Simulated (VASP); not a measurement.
# Si (a cell with a defect) in VASP: further runs

Runs on Si (a cell with a defect). Level: LDA. Tasks: single point.

All numbers are computed with VASP 6.6.1; they aren't measurements. Logs are shortened: lines on timing, memory, paths and dates and some standing lists are left out, and cuts for length are marked.

### 1 The cell of the first run

The cell holds a defect, 31 atoms: a = 9.356 Å, b = 9.356 Å, c = 9.356 Å, α = 109.47°, β = 109.47°, γ = 109.47°.

### 2 Single point, LDA

INCAR

```
SYSTEM = Si
PREC = Accurate ; ENCUT = 520
EDIFF = 1E-6 ; ISMEAR = 0
SIGMA = 0.02 ; LREAL = Auto
LASPH = .TRUE. ; NELM = 100
ALGO = Normal ; ISIF = 2
LWAVE = .FALSE. ; LCHARG = .FALSE.
NBANDS = 83
```

KPOINTS

```
Automatic mesh
0
Gamma
  2 2 2
  0.5 0.5 0.5
```

POSCAR

```
Si
1.0
   -5.4019422754     -5.4019422754      5.4019422754
    5.4019422754     -5.4019422754     -5.4019422754
    5.4019422754      5.4019422754      5.4019422754
Si
31
Direct
    0.2500004501      0.7499999618      0.5490335418
    0.0041042645      0.7499999618     -0.0043635231
    0.4988149378      0.5013690191      0.7490631691
    0.2500000798      0.5041047944     -0.0043628752
    0.0099713209      0.5099712029      0.2670334903
    0.7480737102      0.7500000543      0.2508021987
    0.4900289313      0.7499999618      0.5070619715
    0.0013685818     -0.0011857772      0.7490632616
    0.7519260283      0.2519262389      0.7527283323
    0.4986307448      0.2474455357     -0.0023060224
    0.2499998021      0.2480737356      0.2508021062
    0.0011852218      0.2525545314      0.5002484962
    0.7525545059      0.5011858443      0.5002491441
    0.7474457879     -0.0013691372     -0.0023058373
    0.4958951546     -0.0041048199      0.2415323847
    0.2499999873     -0.0099713209      0.5070622492
    0.0109470811      0.7500000543      0.7442896083
    0.5008311570      0.5016220763      0.5005269146
    0.2500005426      0.5109469630      0.7442897934
    0.0042530999      0.5042533521      0.0076704818
    0.7510127456      0.7499999618     -0.0011153396
    0.4957467821      0.7499999618      0.2534173692
    0.0016222869      0.0008311825      0.5005274700
    0.7489872705      0.2489875736      0.4978719436
    0.4983776876      0.2492090680      0.7489048001
    0.2499996170      0.2510124009     -0.0011157098
   -0.0008313676      0.2507909065      0.2496957448
    0.7507911587      0.4991688845      0.2496963002
    0.7492090425     -0.0016221017      0.7489048001
    0.4890536339     -0.0109468959     -0.0166569718
    0.2499997096     -0.0042534701      0.2534171841
```

Potentials or basis: VASP PAW LDA potentials, release 64 (Si).

Run with:

```
$ cat potpaw_LDA.64/Si/POTCAR > POTCAR
$ mpirun -np 1 vasp_std > vasp.out
```

OUTCAR:

```text
SYSTEM = Si
   PREC = Accurate
   ENCUT = 520
   EDIFF = 1E-6
   ISMEAR = 0
   LREAL = Auto
   LASPH = .TRUE.
   NELM = 100
   ISIF = 2

 ion  position               nearest neighbor table
   1  0.250  0.750  0.549-   7 2.41  16 2.41   5 2.41
   2  0.004  0.750  0.996-  20 2.34  31 2.34  17 2.37  21 2.38
   3  0.499  0.501  0.749-  18 2.33  21 2.34  19 2.35  25 2.36
   4  0.250  0.504  0.996-  22 2.34  20 2.34  19 2.37  26 2.38
   5  0.010  0.510  0.267-  27 2.34  28 2.34  20 2.39   1 2.41
   6  0.748  0.750  0.251-  23 2.35  28 2.35  21 2.37  22 2.37
   7  0.490  0.750  0.507-  18 2.34  29 2.34  22 2.39   1 2.41
   8  0.001  0.999  0.749-  23 2.33  26 2.34  17 2.35  29 2.36
   9  0.752  0.252  0.753-  25 2.35  29 2.35  24 2.37  20 2.37
  10  0.499  0.247  0.998-  25 2.33  26 2.34  30 2.35  28 2.36
  11  0.250  0.248  0.251-  27 2.35  18 2.35  26 2.37  31 2.37
  12  0.001  0.253  0.500-  27 2.33  24 2.34  19 2.35  23 2.36
  13  0.753  0.501  0.500-  28 2.33  24 2.34  17 2.35  18 2.36
  14  0.747  0.999  0.998-  29 2.33  21 2.34  30 2.35  27 2.36
  15  0.496  0.996  0.242-  22 2.34  31 2.34  30 2.37  24 2.38
  16  0.250  0.990  0.507-  25 2.34  23 2.34  31 2.39   1 2.41
  17  0.011  0.750  0.744-  13 2.35   8 2.35   2 2.37
  18  0.501  0.502  0.501-   3 2.33   7 2.34  11 2.35  13 2.36
  19  0.250  0.511  0.744-   3 2.35  12 2.35   4 2.37
  20  0.004  0.504  0.008-   2 2.34   4 2.34   9 2.37   5 2.39
  21  0.751  0.750  0.999-  14 2.34   3 2.34   6 2.37   2 2.38
  22  0.496  0.750  0.253-   4 2.34  15 2.34   6 2.37   7 2.39
  23  0.002  0.001  0.501-   8 2.33  16 2.34   6 2.35  12 2.36
  24  0.749  0.249  0.498-  12 2.34  13 2.34   9 2.37  15 2.38
  25  0.498  0.249  0.749-  10 2.33  16 2.34   9 2.35   3 2.36
  26  0.250  0.251  0.999-   8 2.34  10 2.34  11 2.37   4 2.38
  27  0.999  0.251  0.250-  12 2.33   5 2.34  11 2.35  14 2.36
  28  0.751  0.499  0.250-  13 2.33   5 2.34   6 2.35  10 2.36
  29  0.749  0.998  0.749-  14 2.33   7 2.34   9 2.35   8 2.36
  30  0.489  0.989  0.983-  14 2.35  10 2.35  15 2.37
  31  0.250  0.996  0.253-  15 2.34   2 2.34  11 2.37  16 2.39

  LATTYP: Found a body centered cubic cell.
 ALAT       =    10.8038845508

  Lattice vectors:

 A1 = (  -5.4019422754,  -5.4019422754,   5.4019422754)
 A2 = (   5.4019422754,  -5.4019422754,  -5.4019422754)
 A3 = (   5.4019422754,   5.4019422754,   5.4019422754)

Analysis of symmetry for initial positions (statically):
=====================================================================
 Subroutine PRICEL returns:
 Original cell was already a primitive cell.

 Routine SETGRP: Setting up the symmetry group for a
 body centered cubic supercell.

 Subroutine GETGRP returns: Found  6 space group operations
 (whereof  1 operations were pure point group operations)
 out of a pool of 48 trial point group operations.

The static configuration has the point symmetry C_1 .
 The point group associated with its full space group is C_3v.

Analysis of symmetry for dynamics (positions and initial velocities):
=====================================================================
 Subroutine PRICEL returns:
 Original cell was already a primitive cell.

 Routine SETGRP: Setting up the symmetry group for a
 body centered cubic supercell.

 Subroutine GETGRP returns: Found  6 space group operations
 (whereof  1 operations were pure point group operations)
 out of a pool of 48 trial point group operations.

The dynamic configuration has the point symmetry C_1 .
 The point group associated with its full space group is C_3v.

 Subroutine INISYM returns: Found  6 space group operations
 (whereof  1 operations are pure point group operations),
 and found     1 'primitive' translations

----------------------------------------------------------------------------------------

                                     Primitive cell

  volume of cell :     630.5359

  direct lattice vectors                    reciprocal lattice vectors
    -5.401942275 -5.401942275  5.401942275     0.000000000 -0.092559301  0.092559301
     5.401942275 -5.401942275 -5.401942275     0.092559301 -0.092559301  0.000000000
     5.401942275  5.401942275  5.401942275     0.092559301  0.000000000  0.092559301

  length of vectors
     9.356438481  9.356438481  9.356438481     0.130898619  0.130898619  0.130898619

  position of ions in fractional coordinates (direct lattice)
     0.250000450  0.749999962  0.549033542
     0.004104265  0.749999962  0.995636477
     0.498814938  0.501369019  0.749063169
     0.250000080  0.504104794  0.995637125
     0.009971321  0.509971203  0.267033490
     0.748073710  0.750000054  0.250802199
[... 23 lines left out ...]
     0.489053634  0.989053104  0.983343028
     0.249999710  0.995746530  0.253417184

  ion indices of the primitive-cell ions
   primitive index   ion index
                 1           1
                 2           2
                 3           3
                 4           4
                 5           5
                 6           6
[... 23 lines left out ...]
                30          30
                31          31

----------------------------------------------------------------------------------------

 KPOINTS: Automatic mesh

Automatic generation of k-mesh.
 Grid dimensions read from file:
 generate k-points for:    2    2    2

 Generating k-lattice:

  Cartesian coordinates                     Fractional coordinates (reciprocal lattice)
     0.000000000 -0.046279650  0.046279650     0.500000000  0.000000000  0.000000000
     0.046279650 -0.046279650  0.000000000     0.000000000  0.500000000  0.000000000
     0.046279650  0.000000000  0.046279650     0.000000000  0.000000000  0.500000000

  Length of vectors
     0.065449309  0.065449309  0.065449309

  Shift w.r.t. Gamma in fractional coordinates (k-lattice)
     0.500000000  0.500000000  0.500000000

 Subroutine IBZKPT returns following result:
 ===========================================

 Found      2 irreducible k-points:

 Following reciprocal coordinates:
            Coordinates               Weight
  0.250000  0.250000  0.250000      2.000000
 -0.250000  0.250000  0.250000      6.000000
   k-points           NKPTS =      2   k-points in BZ     NKDIM =      2   number of bands    NBANDS=     83
   number of dos      NEDOS =    301   number of ions     NIONS =     31
   total plane-waves  NPLWV = 343000
   dimension x,y,z NGX =    70 NGY =   70 NGZ =   70
   dimension x,y,z NGXF=   140 NGYF=  140 NGZF=  140
   ions per type =              31
   NGX,Y,Z   is equivalent  to a cutoff of  12.44, 12.44, 12.44 a.u.
   NGXF,Y,Z  is equivalent  to a cutoff of  24.88, 24.88, 24.88 a.u.
 SYSTEM =  Si
   PREC   = accura    normal or accurate (medium, high low for compatibility)
   ISTART =      0    job   : 0-new  1-cont  2-samecut
   ICHARG =      2    charge: 1-file 2-atom 10-const
   ISPIN  =      1    spin polarized calculation?
   LNONCOLLINEAR =      F non collinear calculations
   LSORBIT =      F    spin-orbit coupling
   LASPH  =      T    aspherical Exc in radial PAW
   ENCUT  =  520.0 eV  38.22 Ry    6.18 a.u.  17.40 17.40 17.40*2*pi/ulx,y,z
   NELM   =    100;   NELMIN=  2; NELMDL= -5     # of ELM steps
   EDIFF  = 0.1E-05   stopping-criterion for ELM
   LREAL  =      T    real-space projection
   EDIFFG = 0.1E-04   stopping-criterion for IOM
   NSW    =      0    number of steps for IOM
   IBRION =     -1    ionic relax: 0-MD 1-quasi-New 2-CG
   NFREE  =      0    steps in history (QN), initial steepest desc. (CG)
   ISIF   =      2    stress and relaxation
   ISYM   =      2    0-nonsym 1-usesym 2-fastsym
   POTIM  = 0.5000    time-step for ionic-motion
   TEBEG  =    0.0;   TEEND  =   0.0 temperature during run
   PSTRESS=    0.0 pullay stress
   NELECT =     124.0000    total number of electrons
   NUPDOWN=      -1.0000    fix difference up-down
   EMIN   =  10.00;   EMAX   =-10.00  energy-range for DOS
   EFERMI =   0.00;   METHOD = LEGACY
   ISMEAR =     0;   SIGMA  =   0.02  broadening in eV -4-tet -1-fermi 0-gaus
   EFERMI_NEDOS =   21; number of points for ismear=-14 and -15
   IALGO  =     38    algorithm
   IMIX   =      4    mixing-type and parameters
     AMIX     =   0.40;   BMIX     =  1.00
     AMIX_MAG =   1.60;   BMIX_MAG =  1.00
  volume/ion in A,a.u.               =      20.34       137.26
  Fermi-wavevector in a.u.,A,eV,Ry     =   0.952019  1.799054 12.331498  0.906340
  Thomas-Fermi vector in A             =   2.080543
   LORBIT       =      0    0 simple, 1 ext, 2 COOP (PROOUT), +10 PAW based schemes
   GGA     = CA    functional components
   LHFCALC =     F    Hartree Fock is set to
   AEXX    =    0.0000 exact exchange contribution
   IVDW    =     0    specifies the selected vdW correction
   LEPSILON=     F    determine dielectric tensor
   LRPA    =     F    only Hartree local field effects (RPA)
 non-spin polarized calculation
 Gauss-broadening in eV      SIGMA  =   0.02
  energy-cutoff  :      520.00
  volume of cell :      630.54
 maximum number of plane-waves:     17028
 NGX is ok and might be reduce to    70
   NGX = 35   NGY = 35   NGZ = 35

 number of electron     123.9999997 magnetization

 Free energy of the ion-electron system (eV)
  ---------------------------------------------------
  ext. energy  EPLUGINS =         0.00000000
  ---------------------------------------------------
  free energy    TOTEN  =      -180.78774693 eV

  energy without entropy =     -180.78003376  energy(sigma->0) =     -180.78389034

 E-fermi :   5.7758     XC(G=0):  -9.5664

 val. band max:        5.4662858759   @ k =  -0.2500   0.2500   0.2500
 cond. band min:       5.7818998833   @ k =  -0.2500   0.2500   0.2500
 fundamental gap:      0.3156140074
 Fermi energy:         5.7758084582

 k-point     1 :       0.2500    0.2500    0.2500
  band No.  band energies     occupation
      1      -5.5378      2.00000
      2      -5.5378      2.00000
      3      -5.5139      2.00000
      4      -5.3053      2.00000
      5      -3.6525      2.00000
      6      -3.6525      2.00000
[... 66 lines left out ...]
     73       7.2576      0.00000
     74       7.3137      0.00000

 k-point     2 :      -0.2500    0.2500    0.2500
  band No.  band energies     occupation
      1      -6.0110      2.00000
      2      -5.0126      2.00000
      3      -4.9892      2.00000
      4      -4.9760      2.00000
      5      -4.8153      2.00000
      6      -4.1508      2.00000
[... 66 lines left out ...]
     73       8.0143      0.00000
     74       8.0528      0.00000
 [bands above 74 left out]

------------------------ aborting loop because EDIFF is reached ----------------------------------------

  FORCE on cell =-STRESS in cart. coord.  units (eV):
  Direction    XX          YY          ZZ          XY          YZ          ZX
  --------------------------------------------------------------------------------------
  -------------------------------------------------------------------------------------
  Total       -8.3242890     -8.3242890     -8.3242890     -2.0684151     -2.0684151     -2.0684151
  in kB      -21.1518289    -21.1518289    -21.1518289     -5.2557957     -5.2557957     -5.2557957
  external PRESSURE =     -21.1518289 kB  Pullay stress =       0.0000000 kB

 VOLUME and BASIS-vectors are now :
 -----------------------------------------------------------------------------
  energy-cutoff  :      520.00
  volume of cell :      630.54
      direct lattice vectors                 reciprocal lattice vectors
    -5.401942275 -5.401942275  5.401942275     0.000000000 -0.092559301  0.092559301
     5.401942275 -5.401942275 -5.401942275     0.092559301 -0.092559301  0.000000000
     5.401942275  5.401942275  5.401942275     0.092559301  0.000000000  0.092559301

 POSITION                                       TOTAL-FORCE (eV/Angst)
 -----------------------------------------------------------------------------------
      5.66682     -2.43610      0.26488        -0.128582     -0.128582     -0.128582
      9.40766      1.30474      1.34909         0.016219      0.016219      0.004098
      4.06019     -1.35654      4.03260         0.007551      0.007143      0.000322
      6.75103      1.30474      4.00572         0.004098      0.016219      0.016219
      4.14347     -1.36620     -1.25847        -0.034944      0.007420     -0.034944
      1.36522     -6.73769      1.34441         0.002273      0.002273      0.010566
[... 23 lines left out ...]
      8.01293     -2.67269      2.61099         0.026529      0.019026      0.026529
      5.39743     -5.36050     -2.65954         0.007144     -0.009247     -0.009247
 -----------------------------------------------------------------------------------
    total drift:                               -0.001109      0.003299     -0.003134

  FREE ENERGIE OF THE ION-ELECTRON SYSTEM (eV)
  ---------------------------------------------------
  free  energy   TOTEN  =      -180.7877469261 eV

  energy  without entropy=     -180.7800337565  energy(sigma->0) =     -180.78389034
```

It took 77 s on 1 thread of AMD EPYC 9R45 (Zen 5), shared host; peak memory 0.46 GiB.

What came out:

```
Free energy            : -180.7877 eV
Pressure               : -2.1 GPa
Largest force          : 0.223 eV/Å
Band gap on the k mesh : zero (bands 62 and 63 overlap by 0.20 eV)
```

Forces in eV/Å, atoms in the order of the input:
```
Si  -0.129 -0.129 -0.129
Si   0.016  0.016  0.004
Si   0.008  0.007  0.000
Si   0.004  0.016  0.016
Si  -0.035  0.007 -0.035
Si   0.002  0.002  0.011
Si  -0.035 -0.035  0.007
Si   0.000  0.007  0.008
Si   0.002  0.011  0.002
Si   0.000  0.008  0.007
Si   0.011  0.002  0.002
Si   0.008  0.000  0.007
Si   0.007  0.000  0.008
Si   0.007  0.008  0.000
Si   0.016  0.004  0.016
Si   0.007 -0.035 -0.035
Si   0.027  0.027  0.019
Si   0.000  0.004  0.008
Si   0.019  0.027  0.027
Si  -0.009  0.007 -0.009
Si   0.009  0.009  0.006
Si  -0.009 -0.009  0.007
Si   0.008  0.004  0.000
Si   0.009  0.006  0.009
Si   0.008  0.000  0.004
Si   0.006  0.009  0.009
Si   0.000  0.008  0.004
Si   0.004  0.008  0.000
Si   0.004  0.000  0.008
Si   0.027  0.019  0.027
Si   0.007 -0.009 -0.009
```

Caveat: the k points lie up to 0.41 Å⁻¹ apart.

(Continued in part 2 of 2.)

The gap in the log of VASP goes by the Fermi energy; the results here count the filled bands.